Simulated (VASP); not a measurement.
# TiCo2 (R-3m) in VASP: single point with PBEsol

Aim: the single point of TiCo2 with PBEsol.

Everything below comes from runs of VASP 6.6.1. Logs are shortened: lines on timing, memory, paths and dates and some standing lists are left out, and cuts for length are marked.

## (1) The cell of the first run

The structure is trigonal, space group R-3m (No. 166). The conventional cell has a = 4.772 Å, b = 4.772 Å, c = 11.131 Å, α = 90.00°, β = 90.00°, γ = 120.00°. Ti (site symmetry 3m) has 12 Co at 2.69 to 2.79 Å and 4 Ti at 2.81 to 2.90 Å within 3.5 Å. Co (site symmetry 2/m) has 6 Co at 2.31 to 2.39 Å and 6 Ti at 2.69 to 2.77 Å within 3.1 Å. Co (site symmetry -3m) has 6 Co at 2.31 Å and 6 Ti at 2.79 Å within 3.1 Å.

## (2) Single point, PBEsol (biaxial strain in the a-b plane: +3.0 %, then relaxed in part)

File INCAR:

```
SYSTEM = TiCo2
  ALGO = Normal
  EDIFF = 1E-6
  ENCUT = 690
  GGA = PS
  GGA_COMPAT = .False.
  ISIF = 2
  ISMEAR = 0
  LASPH = .True.
  LCHARG = .False.
  LREAL = .False.
  LWAVE = .False.
  NBANDS = 55
  NELM = 120
  PREC = Accurate
  SIGMA = 0.1
```

File KPOINTS:

```
k-points
0
Gamma
  10 10 10
  0 0 0
```

File POSCAR:

```
TiCo2
1.0
    0.0000000000      3.3746078574      3.3746078574
    3.3746078574      0.0000000000      3.3746078574
    3.2670065815      3.2670065815      0.1076012760
Ti Co
2 4
Direct
    0.4989231264      0.4989231264      0.5032306207
    0.7510768736      0.7510768736      0.7467693793
    0.1250000000      0.1250000000      0.1250000000
    0.6250000000      0.1250000000      0.1250000000
    0.1250000000      0.1250000000      0.6250000000
    0.1250000000      0.6250000000      0.1250000000
```

Potentials or basis: VASP PAW PBE potentials, release 64 (Ti_sv, Co_sv).

Command:

```sh
$ cat potpaw_PBE.64/Ti_sv/POTCAR potpaw_PBE.64/Co_sv/POTCAR > POTCAR
$ mpirun -np 1 vasp_std > vasp.out
```

OUTCAR:

```text
SYSTEM = TiCo2
   EDIFF = 1E-6
   ENCUT = 690
   GGA = PS
   ISIF = 2
   ISMEAR = 0
   LASPH = .True.
   LREAL = .False.
   NELM = 120
   PREC = Accurate

 ion  position               nearest neighbor table
   1  0.499  0.499  0.503-   3 2.69   4 2.69   6 2.69   2 2.81   2 2.90   2 2.90   2 2.90
   2  0.751  0.751  0.747-   3 2.69   4 2.69   6 2.69   1 2.81   1 2.90   1 2.90   1 2.90
   3  0.125  0.125  0.125-   5 2.31   5 2.31   6 2.39   4 2.39   6 2.39   4 2.39   1 2.69   2 2.69

   4  0.625  0.125  0.125-   5 2.31   5 2.31   6 2.39   3 2.39   3 2.39   6 2.39   1 2.69   2 2.69

   5  0.125  0.125  0.625-   4 2.31   6 2.31   6 2.31   4 2.31   3 2.31   3 2.31
   6  0.125  0.625  0.125-   5 2.31   5 2.31   3 2.39   4 2.39   3 2.39   4 2.39   1 2.69   2 2.69

  LATTYP: Found a trigonal (rhomboedric) cell.
 ALAT       =     4.6214978136
 COS(alpha) =     0.4668110714

  Lattice vectors:

 A1 = (   3.2670065815,  -0.1076012759,  -3.2670065814)
 A2 = (  -0.1076012759,   3.2670065815,  -3.2670065814)
 A3 = (   3.2670065815,   3.2670065815,   0.1076012760)

Analysis of symmetry for initial positions (statically):
=====================================================================
 Subroutine PRICEL returns:
 Original cell was already a primitive cell.

 Routine SETGRP: Setting up the symmetry group for a
 trigonal (rhombohedral) supercell.

 Subroutine GETGRP returns: Found 12 space group operations
 (whereof  6 operations were pure point group operations)
 out of a pool of 12 trial point group operations.

The static configuration has the point symmetry C_3v.
 The point group associated with its full space group is D_3d.

Analysis of symmetry for dynamics (positions and initial velocities):
=====================================================================
 Subroutine PRICEL returns:
 Original cell was already a primitive cell.

 Routine SETGRP: Setting up the symmetry group for a
 trigonal (rhombohedral) supercell.

 Subroutine GETGRP returns: Found 12 space group operations
 (whereof  6 operations were pure point group operations)
 out of a pool of 12 trial point group operations.

The dynamic configuration has the point symmetry C_3v.
 The point group associated with its full space group is D_3d.

 Subroutine INISYM returns: Found 12 space group operations
 (whereof  6 operations are pure point group operations),
 and found     1 'primitive' translations

----------------------------------------------------------------------------------------

                                     Primitive cell

  volume of cell :      73.1838

  direct lattice vectors                    reciprocal lattice vectors
     0.000000000  3.374607857  3.374607857    -0.150646185  0.145684542  0.150646185
     3.374607857  0.000000000  3.374607857     0.145684542 -0.150646185  0.150646185
     3.267006582  3.267006582  0.107601276     0.155607829  0.155607829 -0.155607829

  length of vectors
     4.772416200  4.772416200  4.621497814     0.258094037  0.258094037  0.269520665

  position of ions in fractional coordinates (direct lattice)
     0.498923126  0.498923126  0.503230621
     0.751076874  0.751076874  0.746769379
     0.125000000  0.125000000  0.125000000
     0.625000000  0.125000000  0.125000000
     0.125000000  0.125000000  0.625000000
     0.125000000  0.625000000  0.125000000

  ion indices of the primitive-cell ions
   primitive index   ion index
                 1           1
                 2           2
                 3           3
                 4           4
                 5           5
                 6           6

----------------------------------------------------------------------------------------

 KPOINTS: k-points

Automatic generation of k-mesh.
 Grid dimensions read from file:
 generate k-points for:   10   10   10

 Generating k-lattice:

  Cartesian coordinates                     Fractional coordinates (reciprocal lattice)
    -0.015064619  0.014568454  0.015064619     0.100000000  0.000000000 -0.000000000
     0.014568454 -0.015064619  0.015064619     0.000000000  0.100000000 -0.000000000
     0.015560783  0.015560783 -0.015560783     0.000000000  0.000000000  0.100000000

  Length of vectors
     0.025809404  0.025809404  0.026952067

  Shift w.r.t. Gamma in fractional coordinates (k-lattice)
     0.000000000  0.000000000  0.000000000

 Subroutine IBZKPT returns following result:
 ===========================================

 Found    116 irreducible k-points:

 Following reciprocal coordinates:
            Coordinates               Weight
  0.000000  0.000000  0.000000      1.000000
  0.100000  0.000000 -0.000000      6.000000
  0.200000  0.000000 -0.000000      6.000000
  0.300000  0.000000 -0.000000      6.000000
  0.400000  0.000000 -0.000000      6.000000
  0.500000  0.000000  0.000000      3.000000
[... 16 lines left out ...]
  0.300000  0.300000 -0.000000      6.000000
  0.400000  0.300000 -0.000000     12.000000
 [... further k-points ...]
   k-points           NKPTS =    116   k-points in BZ     NKDIM =    116   number of bands    NBANDS=     55
   number of dos      NEDOS =    301   number of ions     NIONS =      6
   total plane-waves  NPLWV =  70560
   dimension x,y,z NGX =    42 NGY =   42 NGZ =   40
   dimension x,y,z NGXF=    84 NGYF=   84 NGZF=   80
   ions per type =               2   4
   NGX,Y,Z   is equivalent  to a cutoff of  14.63, 14.63, 14.39 a.u.
   NGXF,Y,Z  is equivalent  to a cutoff of  29.26, 29.26, 28.78 a.u.
 SYSTEM =  TiCo2
   PREC   = accura    normal or accurate (medium, high low for compatibility)
   ISTART =      0    job   : 0-new  1-cont  2-samecut
   ICHARG =      2    charge: 1-file 2-atom 10-const
   ISPIN  =      1    spin polarized calculation?
   LNONCOLLINEAR =      F non collinear calculations
   LSORBIT =      F    spin-orbit coupling
   LASPH  =      T    aspherical Exc in radial PAW
   ENCUT  =  690.0 eV  50.71 Ry    7.12 a.u.  10.22 10.22  9.90*2*pi/ulx,y,z
   NELM   =    120;   NELMIN=  2; NELMDL= -5     # of ELM steps
   EDIFF  = 0.1E-05   stopping-criterion for ELM
   LREAL  =      F    real-space projection
   EDIFFG = 0.1E-04   stopping-criterion for IOM
   NSW    =      0    number of steps for IOM
   IBRION =     -1    ionic relax: 0-MD 1-quasi-New 2-CG
   NFREE  =      0    steps in history (QN), initial steepest desc. (CG)
   ISIF   =      2    stress and relaxation
   ISYM   =      2    0-nonsym 1-usesym 2-fastsym
   POTIM  = 0.5000    time-step for ionic-motion
   TEBEG  =    0.0;   TEEND  =   0.0 temperature during run
   PSTRESS=    0.0 pullay stress
   NELECT =      92.0000    total number of electrons
   NUPDOWN=      -1.0000    fix difference up-down
   EMIN   =  10.00;   EMAX   =-10.00  energy-range for DOS
   EFERMI =   0.00;   METHOD = LEGACY
   ISMEAR =     0;   SIGMA  =   0.10  broadening in eV -4-tet -1-fermi 0-gaus
   EFERMI_NEDOS =   21; number of points for ismear=-14 and -15
   IALGO  =     38    algorithm
   IMIX   =      4    mixing-type and parameters
     AMIX     =   0.40;   BMIX     =  1.00
     AMIX_MAG =   1.60;   BMIX_MAG =  1.00
  volume/ion in A,a.u.               =      12.20        82.31
  Fermi-wavevector in a.u.,A,eV,Ry     =   1.766847  3.338857 42.473984  3.121750
  Thomas-Fermi vector in A             =   2.834350
   LORBIT       =      0    0 simple, 1 ext, 2 COOP (PROOUT), +10 PAW based schemes
   GGA     = PS    functional components
   LHFCALC =     F    Hartree Fock is set to
   AEXX    =    0.0000 exact exchange contribution
   IVDW    =     0    specifies the selected vdW correction
   LEPSILON=     F    determine dielectric tensor
   LRPA    =     F    only Hartree local field effects (RPA)
 non-spin polarized calculation
 Gauss-broadening in eV      SIGMA  =   0.10
  energy-cutoff  :      690.00
  volume of cell :       73.18
 maximum number of plane-waves:      3034
 NGX is ok and might be reduce to    42
   NGX = 21   NGY = 21   NGZ = 19

 number of electron      92.0000043 magnetization

 Free energy of the ion-electron system (eV)
  ---------------------------------------------------
  ext. energy  EPLUGINS =         0.00000000
  ---------------------------------------------------
  free energy    TOTEN  =       -49.87001365 eV

  energy without entropy =      -49.82670040  energy(sigma->0) =      -49.84835702

 E-fermi :  11.1030     XC(G=0): -13.4035

 val. band max:       11.1023115808   @ k =  -0.2000   0.2000   0.0000
 cond. band min:      11.1047353849   @ k =  -0.3000   0.3000   0.1000
 fundamental gap:      0.0024238041
 Fermi energy:        11.1030493218

 k-point     1 :       0.0000    0.0000    0.0000
  band No.  band energies     occupation
      1     -83.6450      2.00000
      2     -83.5627      2.00000
      3     -83.5601      2.00000
      4     -83.5601      2.00000
      5     -47.4441      2.00000
      6     -47.1418      2.00000
[... 47 lines left out ...]
     54      12.4532      0.00000
     55      13.6832      0.00000

 k-point     2 :       0.1000    0.0000   -0.0000
  band No.  band energies     occupation
      1     -83.6438      2.00000
      2     -83.5630      2.00000
      3     -83.5610      2.00000
      4     -83.5601      2.00000
      5     -47.4370      2.00000
      6     -47.1400      2.00000
[... 47 lines left out ...]
     54      12.9555      0.00000
     55      13.6592      0.00000

 k-point     3 :       0.2000    0.0000   -0.0000
  band No.  band energies     occupation
      1     -83.6404      2.00000
      2     -83.5654      2.00000
      3     -83.5620      2.00000
      4     -83.5601      2.00000
      5     -47.4179      2.00000
      6     -47.1353      2.00000
[... 1152 lines left out ...]
 k-point    23 :       0.3000    0.3000   -0.0000
  band No.  band energies     occupation
      1     -83.6294      2.00000
      2     -83.5771      2.00000
      3     -83.5614      2.00000
      4     -83.5601      2.00000
      5     -47.3564      2.00000
      6     -47.1554      2.00000
[... 47 lines left out ...]
     54      13.2789      0.00000
     55      13.3778      0.00000

 k-point    24 :       0.4000    0.3000   -0.0000
  band No.  band energies     occupation
      1     -83.6247      2.00000
      2     -83.5817      2.00000
      3     -83.5615      2.00000
      4     -83.5601      2.00000
      5     -47.3306      2.00000
      6     -47.1623      2.00000
[... 47 lines left out ...]
     54      13.2387      0.00000
     55      13.3348      0.00000

 [... further k-points ...]
[... 5 lines left out ...]
  --------------------------------------------------------------------------------------
  -------------------------------------------------------------------------------------
  Total       -3.9573301     -3.9573301     -3.9573301      1.8094971     -1.8094971     -1.8094971
  in kB      -86.6358569    -86.6358569    -86.6358569     39.6144194    -39.6144194    -39.6144194
  external PRESSURE =     -86.6358569 kB  Pullay stress =       0.0000000 kB

 VOLUME and BASIS-vectors are now :
 -----------------------------------------------------------------------------
  energy-cutoff  :      690.00
  volume of cell :       73.18
      direct lattice vectors                 reciprocal lattice vectors
     0.000000000  3.374607857  3.374607857    -0.150646185  0.145684542  0.150646185
     3.374607857  0.000000000  3.374607857     0.145684542 -0.150646185  0.150646185
     3.267006582  3.267006582  0.107601276     0.155607829  0.155607829 -0.155607829

 POSITION                                       TOTAL-FORCE (eV/Angst)
 -----------------------------------------------------------------------------------
      3.32773      3.32773      3.42149        -0.000104     -0.000104      0.000104
      4.97429      4.97429      5.14953         0.000104      0.000104     -0.000104
      0.83020      0.83020      0.85710        -0.000000     -0.000000     -0.000000
      0.83020      2.51751      2.54441        -0.000000     -0.000000     -0.000000
      2.46371      2.46371      0.91090        -0.000000     -0.000000     -0.000000
      2.51751      0.83020      2.54441        -0.000000     -0.000000     -0.000000
 -----------------------------------------------------------------------------------
    total drift:                                0.000002      0.000002      0.000001

  FREE ENERGIE OF THE ION-ELECTRON SYSTEM (eV)
  ---------------------------------------------------
  free  energy   TOTEN  =       -49.8700136492 eV

  energy  without entropy=      -49.8267003972  energy(sigma->0) =      -49.84835702
```

Run time: 19 min. Hardware: 1 thread of Intel Xeon Platinum 8488C (Sapphire Rapids), shared host; peak memory 0.62 GiB.

Results:

| Item | Value |
| --- | --- |
| Free energy | -49.8700 eV |
| Pressure | -8.7 GPa |
| Band gap on the k mesh | zero (bands 46 and 47 overlap by 0.66 eV) |

Stress tensor (GPa, compression positive):
```
-8.66  3.96 -3.96
 3.96 -8.66 -3.96
-3.96 -3.96 -8.66
```

Levels at points of the mesh, in eV from the Fermi level:
| k point | band 42 | band 43 | band 44 | band 45 | band 46 | band 47 | band 48 | band 49 | band 50 | band 51 |
| --- | --- | --- | --- | --- | --- | --- | --- | --- | --- | --- |
| (0.00, 0.00, 0.00) | -0.69 | -0.67 | -0.60 | -0.49 | -0.43 | -0.43 | 0.68 | 0.86 | 0.86 | 0.90 |
| (0.50, 0.00, 0.00) | -0.59 | -0.53 | -0.36 | -0.28 | 0.12 | 0.14 | 0.52 | 0.63 | 0.83 | 0.90 |
| (0.50, 0.50, 0.00) | -1.70 | -0.64 | -0.58 | -0.47 | -0.41 | -0.11 | 0.05 | 0.82 | 0.94 | 1.51 |
| (0.00, 0.00, 0.50) | -0.72 | -0.67 | -0.45 | -0.45 | 0.12 | 0.12 | 0.45 | 0.45 | 0.68 | 0.81 |

Caveat: the cell differs from its parent crystal (biaxial strain in the a-b plane: +3.0 %, then relaxed in part); the cell stands under tension; the PAW data sets were made with another functional, which shifts forces and pressure a little; the run has no spin polarisation, though such a crystal can be magnetic. Spin polarisation is off, so any magnetic state and its effect on volume and gap are missing.
